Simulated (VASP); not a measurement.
A run of VASP 6.6.1:

File INCAR:

```
PREC     = Accurate       # precision mode
ENCUT    = 520            # plane-wave cutoff, eV
EDIFF    = 1E-6           # SCF threshold, eV
ISMEAR   = 0              # smearing method
SIGMA    = 0.05           # smearing width, eV
LREAL    = Auto         
LASPH    = T              # aspherical terms in the spheres
NELM     = 60             # most SCF steps
ALGO     = Normal         # electronic algorithm
ISIF     = 2              # what is computed and relaxed
LWAVE    = F              # write WAVECAR
LCHARG   = F              # write CHGCAR
GGA      = PE             # functional
NBANDS   = 43             # bands
```

Contents of KPOINTS:

```
regular mesh
0
Gamma
  6 6 6
```

POSCAR

```
C
1.0
    3.5715485858      0.0000000000     -3.5715485858
    0.0000000000      3.5715485858     -3.5715485858
    3.5715485858      3.5715485858      0.0000000000
C
15
Direct
    0.2500000000      0.2500000000      0.2500000000
    0.2500000000      0.7500000000      0.7500000000
    0.2500000000      0.7500000000      0.2500000000
    0.7500000000      0.2500000000      0.7500000000
    0.7500000000      0.2500000000      0.2500000000
    0.7500000000      0.7500000000      0.7500000000
    0.7500000000      0.7500000000      0.2500000000
    0.1250000000      0.1250000000      0.1250000000
    0.1250000000      0.1250000000      0.6250000000
    0.1250000000      0.6250000000      0.1250000000
    0.3319029523      0.4843750000      0.5918610239
    0.6250000000      0.1250000000      0.1250000000
    0.6250000000      0.1250000000      0.6250000000
    0.6250000000      0.6250000000      0.1250000000
    0.6250000000      0.6250000000      0.6250000000
```

Potentials or basis: VASP PAW PBE potentials, release 64 (C).

Launch:

```console
$ cat potpaw_PBE.64/C/POTCAR > POTCAR
$ mpirun -np 1 vasp_std > vasp.out
```

Hardware: 1 thread of AMD EPYC 7R43 64-Core Processor (Zen 3), with other jobs on the host.

Problem. Estimate the wall time of this run.

Solution. Run time: 11 min on 1 thread of AMD EPYC 7R43 64-Core Processor (Zen 3), on a shared host, peak memory 0.28 GiB. Counts: scf iterations 15, k points 68.
